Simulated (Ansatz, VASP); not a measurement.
# ZnO in VASP and in Ansatz

Contents of INCAR:

```
SYSTEM = ZnO
ALGO = Normal ; EDIFF = 1E-8
ENCUT = 520 ; ISIF = 2
ISMEAR = -1 ; LASPH = .True.
LCHARG = .False. ; LEFG = .True.
LREAL = .False. ; LWAVE = .False.
NBANDS = 26 ; NELM = 100
PREC = Accurate ; SIGMA = 0.02
```

File KPOINTS:

```
k-points
0
Gamma
  11 11 6
  0 0 0
```

Contents of POSCAR:

```
ZnO
1.0
    3.2054825469      0.0000000000      0.0000000000
   -1.6027412734      2.7760293170      0.0000000000
    0.0000000000      0.0000000000      5.1334697570
Zn O
2 2
Direct
    0.3333333333      0.6666666667      0.0000000000
    0.6666666667      0.3333333333      0.5000000000
    0.3333333333      0.6666666667      0.3821000000
    0.6666666667      0.3333333333      0.8821000000
```

Input for Ansatz:

```yaml
crystal:
  lattice:
    - [3.2054825469, 0.0, 0.0]
    - [-1.6027412734, 2.776029317, 0.0]
    - [0.0, 0.0, 5.133469757]
  atoms:
    - { symbol: Zn, position: [0.3333333333, 0.6666666667, 0.0] }
    - { symbol: Zn, position: [0.6666666667, 0.3333333333, 0.5] }
    - { symbol: O, position: [0.3333333333, 0.6666666667, 0.3821] }
    - { symbol: O, position: [0.6666666667, 0.3333333333, 0.8821] }
kpoints:
  mp_grid: { grid: [11, 11, 6] }
scf:
  occupations: { method: fermi_dirac, width: 0.02 }
hamiltonian:
  xc: lda
  pseudopotentials: { kind: all_electron, datasets: crystal }
output:
  forces: true
  stress: true
  eigenvalues: true
  efg: { contact_densities: true }
```

Change from the starting cell: volume scaled by 0.96, crystal datasets.

Alike in both runs: task electric field gradients; functional LDA; k mesh 11 × 11 × 6; occupations fermi-dirac, width 0.02 eV; no spin polarisation.

|  | VASP | Ansatz |
| --- | --- | --- |
| version | VASP 6.6.1 | Ansatz 0.2.0 |
| potentials or method | VASP PAW LDA potentials, release 64 (Zn, O), cutoff 520 eV | all-electron PAW with datasets made for the crystal, scalar-relativistic |

```csv
,VASP,Ansatz,Ansatz less VASP
gap on the k mesh at the Fermi level (eV),0.81,0.81,+0.004
pressure (GPa),0.0,-1.2,-1.24
"traceless stress, the component that is largest in VASP (GPa)",0.28,0.31,+0.031
rms of the force components (eV/Å),0.024,0.024,-0.0003
size of Vzz on the site where it differs most (V/Å²),8.2,7.5,-0.71
```

LDA's correlation is that of Perdew and Zunger in VASP and of Perdew and Wang (1992) in Ansatz. Atom by atom the forces differ by 0.000 eV/Å (rms over components). Ansatz ran all-electron here, and VASP with PAW potentials.
